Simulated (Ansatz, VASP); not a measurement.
# Two plane-wave programs on W

File INCAR:

```
PREC     = Accurate       # precision mode
ENCUT    = 520            # plane-wave cutoff, eV
EDIFF    = 1E-6           # SCF threshold, eV
ISMEAR   = -1             # smearing method
SIGMA    = 0.1            # smearing width, eV
LREAL    = F              # projectors in reciprocal space
LASPH    = T              # aspherical terms in the spheres
NELM     = 60             # most SCF steps
ALGO     = Normal         # electronic algorithm
ISIF     = 2              # what is computed and relaxed
LWAVE    = F              # write WAVECAR
LCHARG   = F              # write CHGCAR
GGA      = B5             # functional
ALDAX    = 1.0          
AGGAX    = 1.0          
AGGAC    = 1.0          
ALDAC    = 0.0          
NBANDS   = 13             # bands
```

The input KPOINTS:

```
regular mesh
0
Gamma
  22 22 22
```

File POSCAR:

```
W
1.0
   -1.6720105052      1.6720105052      1.6720105052
    1.6720105052     -1.6720105052      1.6720105052
    1.6720105052      1.6720105052     -1.6720105052
W
1
Direct
    0.0000000000      0.0000000000      0.0000000000
```

Input for Ansatz:

```yaml
crystal:
  lattice:
    - [-1.6720105052, 1.6720105052, 1.6720105052]
    - [1.6720105052, -1.6720105052, 1.6720105052]
    - [1.6720105052, 1.6720105052, -1.6720105052]
  atoms:
    - { symbol: W, position: [0.0, 0.0, 0.0] }
hamiltonian:
  xc: blyp
  pseudopotentials:
    kind: paw
    azcp:
      W: "pseudopotentials/W.paw.azcp"
basis:
  ecutwfc: 420
  fft_grid_basis: typed
kpoints:
  mp_grid: { grid: [22, 22, 22], shift: [0, 0, 0] }
magnetization:
  spin_polarized: false
scf:
  occupations: { method: fermi_dirac, width: 0.1 }
output:
  stress: true
```

Alike in both runs: task single point; functional BLYP; k mesh 22 × 22 × 22; occupations fermi-dirac, width 0.1 eV; no spin polarisation.

|  | VASP | Ansatz |
| --- | --- | --- |
| version | VASP 6.6.1 | Ansatz 0.2.0 |
| potentials or method | VASP PAW PBE potentials, release 64 (W_sv), cutoff 520 eV | plane waves (420 eV) with PAW, scalar-relativistic |
| valence electrons in the cell | 14 | 14 |

|  | VASP | Ansatz | Ansatz less VASP |
| --- | --- | --- | --- |
| pressure (GPa) | -23.4 | -24.3 | -0.96 |

VASP's potentials were made for PBE, not for BLYP. The functional is the same, so the differences come from potentials, cutoffs and numerics.

Neither program's run includes spin-orbit coupling.
